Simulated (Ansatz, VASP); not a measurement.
**Rh in VASP and in Ansatz**

Contents of INCAR:

```
SYSTEM = Rh
PREC = Accurate
ENCUT = 520
EDIFF = 1E-7
ISMEAR = -1
SIGMA = 0.1
LREAL = .False.
LASPH = .True.
NELM = 100
ALGO = Normal
ISIF = 2
LWAVE = .False.
LCHARG = .False.
GGA = RE
NBANDS = 22
```

File KPOINTS:

```
Automatic mesh
0
Gamma
  11 11 11
  0 0 0
```

POSCAR

```
Rh
1.0
    0.0000000000      2.7369940596      2.7369940596
    2.7369940596      0.0000000000      2.7369940596
    2.7369940596      2.7369940596      0.0000000000
Rh
2
Direct
    0.1250000000      0.1250000000      0.1250000000
    0.8750000000      0.8750000000      0.8750000000
```

Input for Ansatz:

```yaml
crystal:
  lattice:
    - [0.0, 2.7369940596, 2.7369940596]
    - [2.7369940596, 0.0, 2.7369940596]
    - [2.7369940596, 2.7369940596, 0.0]
  atoms:
    - { symbol: Rh, position: [0.125, 0.125, 0.125] }
    - { symbol: Rh, position: [0.875, 0.875, 0.875] }
hamiltonian:
  xc: revpbe
  pseudopotentials:
    kind: paw
    azcp:
      Rh: "pseudopotentials/Rh.paw.azcp"
basis:
  ecutwfc: 420
  fft_grid_basis: typed
kpoints:
  mp_grid: { grid: [11, 11, 11], shift: [0, 0, 0] }
magnetization:
  spin_polarized: false
scf:
  occupations: { method: fermi_dirac, width: 0.1 }
  lower_state_search: "off"
output:
  stress: true
```

Alike in both runs: task single point; functional revPBE; k mesh 11 × 11 × 11; occupations fermi-dirac, width 0.1 eV; no spin polarisation.

|  | VASP | Ansatz |
| --- | --- | --- |
| version | VASP 6.6.1 | Ansatz 0.2.0 |
| potentials or method | VASP PAW PBE potentials, release 64 (Rh_pv), cutoff 520 eV | plane waves (420 eV) with PAW, scalar-relativistic |
| valence electrons in the cell | 30 | 34 |

```csv
,VASP,Ansatz,Ansatz less VASP
pressure (GPa),5.5,5.3,-0.18
```

VASP's potentials were made for PBE, not for revPBE. With one functional, cell and mesh, what is left measures potentials, basis and numerics. VASP's potentials hold 30 valence electrons a cell and Ansatz's 34, so a difference there can come from the potentials and not from the codes.
